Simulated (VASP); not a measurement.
# Si7Sn (Im-3m) in VASP: further runs

Si7Sn is run at these levels: PBE; tasks: single point, relaxation of cell and atoms.

Everything below comes from runs of VASP 6.6.1. Logs are shortened: lines on timing, memory, paths and dates and some standing lists are left out, and cuts for length are marked.

## Step 1: The cell of the first run

Symmetry: Im-3m, No. 229, cubic system. Conventional cell: a = 6.422 Å, b = 6.422 Å, c = 6.422 Å, α = 90.00°, β = 90.00°, γ = 90.00°. Within 3.7 Å of Si (site symmetry 4/mmm) lie 12 Si at 2.78 to 3.21 Å and 2 Sn at 3.21 Å. Within 3.7 Å of Si (site symmetry -3m) lie 12 Si at 2.78 to 3.21 Å and 2 Sn at 2.78 Å. Within 3.7 Å of Sn (site symmetry m-3m) lie 14 Si at 2.78 to 3.21 Å.

## Step 2: Single point, PBE

INCAR reads:

```
SYSTEM = Si7Sn
  PREC = Accurate
  ENCUT = 520
  EDIFF = 1E-7
  ISMEAR = 0
  SIGMA = 0.1
  LREAL = .FALSE.
  LASPH = .TRUE.
  NELM = 100
  ALGO = Normal
  ISIF = 2
  LWAVE = .FALSE.
  LCHARG = .FALSE.
  GGA = PE
  NBANDS = 31
```

KPOINTS reads:

```
Automatic mesh
0
G
  8 8 8
  0 0 0
```

POSCAR reads:

```
Si7Sn
1.0
   -3.2112254701      3.2112254701      3.2112254701
    3.2112254701     -3.2112254701      3.2112254701
    3.2112254701      3.2112254701     -3.2112254701
Si Sn
7 1
Direct
    0.0000000000      0.5000000000      0.5000000000
    0.5000000000      0.5000000000      0.0000000000
    0.5000000000      0.0000000000      0.5000000000
    0.0000000000      0.0000000000      0.5000000000
    0.0000000000      0.5000000000      0.0000000000
    0.5000000000      0.0000000000      0.0000000000
    0.5000000000      0.5000000000      0.5000000000
    0.0000000000      0.0000000000      0.0000000000
```

Potentials or basis: VASP PAW PBE potentials, release 64 (Si, Sn_d).

Launch:

```bash
$ cat potpaw_PBE.64/Si/POTCAR potpaw_PBE.64/Sn_d/POTCAR > POTCAR
$ mpirun -np 1 vasp_std > vasp.out
```

OUTCAR:

```text
SYSTEM = Si7Sn
   PREC = Accurate
   ENCUT = 520
   EDIFF = 1E-7
   ISMEAR = 0
   LREAL = .FALSE.
   LASPH = .TRUE.
   NELM = 100
   ISIF = 2
   GGA = PE

 ion  position               nearest neighbor table
   1  0.000  0.500  0.500-   4 2.78   5 2.78   6 2.78   7 2.78   5 2.78   4 2.78   7 2.78   6 2.78
                             8 3.21   8 3.21
   2  0.500  0.500  0.000-   4 2.78   5 2.78   6 2.78   7 2.78   7 2.78   6 2.78   5 2.78   4 2.78
                             8 3.21   8 3.21
   3  0.500  0.000  0.500-   4 2.78   5 2.78   6 2.78   7 2.78   6 2.78   7 2.78   4 2.78   5 2.78
                             8 3.21   8 3.21
   4  0.000  0.000  0.500-   1 2.78   2 2.78   3 2.78   8 2.78   8 2.78   1 2.78   3 2.78   2 2.78
[... 5 lines left out ...]
   7  0.500  0.500  0.500-   1 2.78   2 2.78   3 2.78   8 2.78   2 2.78   3 2.78   1 2.78   8 2.78

   8  0.000  0.000  0.000-   4 2.78   5 2.78   6 2.78   7 2.78   4 2.78   5 2.78   6 2.78   7 2.78
                             3 3.21   1 3.21   1 3.21   3 3.21   2 3.21   2 3.21

  LATTYP: Found a body centered cubic cell.
 ALAT       =     6.4224509402

  Lattice vectors:

 A1 = (  -3.2112254701,   3.2112254701,   3.2112254701)
 A2 = (   3.2112254701,  -3.2112254701,   3.2112254701)
 A3 = (   3.2112254701,   3.2112254701,  -3.2112254701)

Analysis of symmetry for initial positions (statically):
=====================================================================
 Subroutine PRICEL returns:
 Original cell was already a primitive cell.

 Routine SETGRP: Setting up the symmetry group for a
 body centered cubic supercell.

 Subroutine GETGRP returns: Found 48 space group operations
 (whereof 48 operations were pure point group operations)
 out of a pool of 48 trial point group operations.

The static configuration has the point symmetry O_h .

Analysis of symmetry for dynamics (positions and initial velocities):
=====================================================================
 Subroutine PRICEL returns:
 Original cell was already a primitive cell.

 Routine SETGRP: Setting up the symmetry group for a
 body centered cubic supercell.

 Subroutine GETGRP returns: Found 48 space group operations
 (whereof 48 operations were pure point group operations)
 out of a pool of 48 trial point group operations.

The dynamic configuration has the point symmetry O_h .

 Subroutine INISYM returns: Found 48 space group operations
 (whereof 48 operations are pure point group operations),
 and found     1 'primitive' translations

[... 109 lines left out ...]
   NSW    =      0    number of steps for IOM
   IBRION =     -1    ionic relax: 0-MD 1-quasi-New 2-CG
   NFREE  =      0    steps in history (QN), initial steepest desc. (CG)
   ISIF   =      2    stress and relaxation
   ISYM   =      2    0-nonsym 1-usesym 2-fastsym
   POTIM  = 0.5000    time-step for ionic-motion
   TEBEG  =    0.0;   TEEND  =   0.0 temperature during run
   PSTRESS=    0.0 pullay stress
   NELECT =      42.0000    total number of electrons
   NUPDOWN=      -1.0000    fix difference up-down
   EMIN   =  10.00;   EMAX   =-10.00  energy-range for DOS
   EFERMI =   0.00;   METHOD = LEGACY
   ISMEAR =     0;   SIGMA  =   0.10  broadening in eV -4-tet -1-fermi 0-gaus
   EFERMI_NEDOS =   21; number of points for ismear=-14 and -15
   IALGO  =     38    algorithm
   IMIX   =      4    mixing-type and parameters
     AMIX     =   0.40;   BMIX     =  1.00
     AMIX_MAG =   1.60;   BMIX_MAG =  1.00
  volume/ion in A,a.u.               =      16.56       111.73
  Fermi-wavevector in a.u.,A,eV,Ry     =   1.116350  2.109596 16.956095  1.246238
  Thomas-Fermi vector in A             =   2.252963
   LORBIT       =      0    0 simple, 1 ext, 2 COOP (PROOUT), +10 PAW based schemes
   GGA     = PE    functional components
   LHFCALC =     F    Hartree Fock is set to
   AEXX    =    0.0000 exact exchange contribution
   IVDW    =     0    specifies the selected vdW correction
   LEPSILON=     F    determine dielectric tensor
   LRPA    =     F    only Hartree local field effects (RPA)
 non-spin polarized calculation
 Gauss-broadening in eV      SIGMA  =   0.10
  energy-cutoff  :      520.00
  volume of cell :      132.46
 maximum number of plane-waves:      3592
 NGX is ok and might be reduce to    42
   NGX = 21   NGY = 21   NGZ = 21

 number of electron      42.0000006 magnetization

 Free energy of the ion-electron system (eV)
  ---------------------------------------------------
  ext. energy  EPLUGINS =         0.00000000
  ---------------------------------------------------
  free energy    TOTEN  =       -36.88314481 eV

  energy without entropy =      -36.85554036  energy(sigma->0) =      -36.86934258

 E-fermi :   9.2362     XC(G=0): -10.9452

 val. band max:        9.2283699074   @ k =   0.3750   0.1250   0.0000
 cond. band min:       9.2378398689   @ k =  -0.3750   0.3750   0.1250
 fundamental gap:      0.0094699615
 Fermi energy:         9.2361581572

 k-point     1 :       0.0000    0.0000    0.0000
  band No.  band energies     occupation
      1     -12.3410      2.00000
      2     -12.3410      2.00000
      3     -12.3410      2.00000
      4     -12.2976      2.00000
      5     -12.2976      2.00000
      6      -4.1768      2.00000
[... 805 lines left out ...]
     30      13.2768      0.00000
     31      13.6758      0.00000

 [... further k-points ...]
[... 5 lines left out ...]
  --------------------------------------------------------------------------------------
  -------------------------------------------------------------------------------------
  Total       -0.0325576     -0.0325576     -0.0325576      0.0000000      0.0000000      0.0000000
  in kB       -0.3938134     -0.3938134     -0.3938134      0.0000000      0.0000000      0.0000000
  external PRESSURE =      -0.3938134 kB  Pullay stress =       0.0000000 kB

 VOLUME and BASIS-vectors are now :
 -----------------------------------------------------------------------------
  energy-cutoff  :      520.00
  volume of cell :      132.46
      direct lattice vectors                 reciprocal lattice vectors
    -3.211225470  3.211225470  3.211225470     0.000000000  0.155703797  0.155703797
     3.211225470 -3.211225470  3.211225470     0.155703797  0.000000000  0.155703797
     3.211225470  3.211225470 -3.211225470     0.155703797  0.155703797  0.000000000

 POSITION                                       TOTAL-FORCE (eV/Angst)
 -----------------------------------------------------------------------------------
      3.21123      0.00000      0.00000         0.000000     -0.000000      0.000000
      0.00000      0.00000      3.21123         0.000000     -0.000000      0.000000
      0.00000      3.21123      0.00000         0.000000     -0.000000      0.000000
      1.60561      1.60561     -1.60561         0.000000     -0.000000      0.000000
      1.60561     -1.60561      1.60561        -0.000000      0.000000      0.000000
     -1.60561      1.60561      1.60561        -0.000000      0.000000     -0.000000
      1.60561      1.60561      1.60561         0.000000      0.000000      0.000000
      0.00000      0.00000      0.00000         0.000000      0.000000     -0.000000
 -----------------------------------------------------------------------------------
    total drift:                               -0.000000     -0.000000      0.000000

  FREE ENERGIE OF THE ION-ELECTRON SYSTEM (eV)
  ---------------------------------------------------
  free  energy   TOTEN  =       -36.8831448059 eV

  energy  without entropy=      -36.8555403604  energy(sigma->0) =      -36.86934258
```

stdout:

```text
POSCAR found type information on POSCAR SiSn
 POSCAR found :  2 types and       8 ions
 scaLAPACK will be used
 LDA part: xc-table for (Slater+PW92), standard interpolation
 POSCAR, INCAR and KPOINTS ok, starting setup
 FFT: planning ... GRIDC
 FFT: planning ... GRID_SOFT
 FFT: planning ... GRID
 WAVECAR not read
 entering main loop
```

It took 2.3 min on 1 thread of Intel Xeon Platinum 8259CL at 2.50GHz (Skylake/Cascade Lake), shared host; peak memory 0.3 GiB.

Results:

```yaml
Free_energy: -36.8831 eV
Pressure: 0.0 GPa
Band_gap_on_the_k_mesh: zero (band 21 reaches 11.85 eV, above the bottom of band 22 at 8.51 eV)
```

Levels at points of the mesh, in eV from the Fermi level:
| k point | band 19 | band 20 | band 21 | band 22 | band 23 | band 24 |
| --- | --- | --- | --- | --- | --- | --- |
| (0.00, 0.00, 0.00) | -0.51 | -0.51 | -0.51 | 0.16 | 2.86 | 2.86 |
| (0.50, 0.00, 0.00) | -1.25 | -0.92 | -0.81 | -0.73 | -0.66 | 1.13 |
| (0.50, 0.50, 0.50) | -2.40 | 2.61 | 2.61 | 2.61 | 2.64 | 2.64 |

Caveat: spin-orbit coupling is left out, which moves the levels of the heavy elements.

## Step 3: Relaxation of cell and atoms, PBE

This run uses another cell than the first one, of 17.21 Å³/atom, 1.039 times its volume.

INCAR reads:

```
SYSTEM = Si7Sn
PREC = Accurate
ENCUT = 600
EDIFF = 1E-7
ISMEAR = 0
SIGMA = 0.1
LREAL = .False.
LASPH = .True.
NELM = 100
ALGO = Normal
ISIF = 3
LWAVE = .False.
LCHARG = .False.
GGA = PE
IBRION = 2
NSW = 100
EDIFFG = -0.01
```

KPOINTS reads:

```
regular mesh
0
Gamma
  8 8 8
  0 0 0
```

Changes to POSCAR since step 2:

```diff
@@ -2,5 +2,5 @@
 1.0
-   -3.2112254701      3.2112254701      3.2112254701
-    3.2112254701     -3.2112254701      3.2112254701
-    3.2112254701      3.2112254701     -3.2112254701
+   -3.2527793300      3.2527793300      3.2527793300
+    3.2527793300     -3.2527793300      3.2527793300
+    3.2527793300      3.2527793300     -3.2527793300
 Si Sn
```

Potentials or basis: VASP PAW PBE potentials, release 64 (Si, Sn_d).

Launch:

```bash
$ cat potpaw_PBE.64/Si/POTCAR potpaw_PBE.64/Sn_d/POTCAR > POTCAR
$ mpirun -np 1 vasp_std > vasp.out
```

Wall time 5.1 min (1 thread of Intel Xeon Platinum 8259CL at 2.50GHz (Skylake/Cascade Lake), shared host); peak memory 0.4 GiB.

The run converged. Its results:

```
Free energy                            : -36.8836 eV
Relaxed volume                         : 16.55 Å³/atom
Relaxed cell                           : a = 5.562 Å, b = 5.562 Å, c = 5.562 Å, α = 109.47°, β = 109.47°, γ = 109.47°
Space group after relaxing (to 0.05 Å) : Im-3m (No. 229)
Energy gained by relaxing              : 6.2 meV/atom
Ionic steps                            : 3
Pressure after relaxing                : 0.0 GPa
Band gap on the k mesh                 : zero (band 21 reaches 11.85 eV, above the bottom of band 22 at 8.51 eV)
```

The path:
```tsv
step	energy change (eV)	largest force (eV/Å)	pressure (GPa)	volume (Å³)
1	0.0000	0.0000	-2.90	137.67
2	-0.0478	0.0000	0.56	131.55
3	-0.0493	0.0000	0.00	132.42
```

Final structure:
```yaml
crystal:
  lattice:
    - [-3.21096, 3.21096, 3.21096]
    - [3.21096, -3.21096, 3.21096]
    - [3.21096, 3.21096, -3.21096]
  atoms:
    - { symbol: Si, position: [0.00000, 0.50000, 0.50000] }
    - { symbol: Si, position: [0.50000, 0.50000, 0.00000] }
    - { symbol: Si, position: [0.50000, 0.00000, 0.50000] }
    - { symbol: Si, position: [0.00000, 0.00000, 0.50000] }
    - { symbol: Si, position: [0.00000, 0.50000, 0.00000] }
    - { symbol: Si, position: [0.50000, 0.00000, 0.00000] }
    - { symbol: Si, position: [0.50000, 0.50000, 0.50000] }
    - { symbol: Sn, position: [0.00000, 0.00000, 0.00000] }
```

Levels at points of the mesh, in eV from the Fermi level:
```
           k point  band 17  band 18  band 19  band 20  band 21  band 22  band 23  band 24  band 25  band 26
(0.00, 0.00, 0.00)    -5.82    -5.82    -0.51    -0.51    -0.51     0.16     2.86     2.86     4.16     4.74
(0.50, 0.00, 0.00)    -1.58    -1.55    -1.25    -0.92    -0.81    -0.73    -0.66     1.13     1.18     2.09
(0.50, 0.50, 0.50)    -2.40    -2.40    -2.40     2.61     2.61     2.61     2.64     2.64     2.64     2.82
```

Caveat: spin-orbit coupling is left out, which moves the levels of the heavy elements.
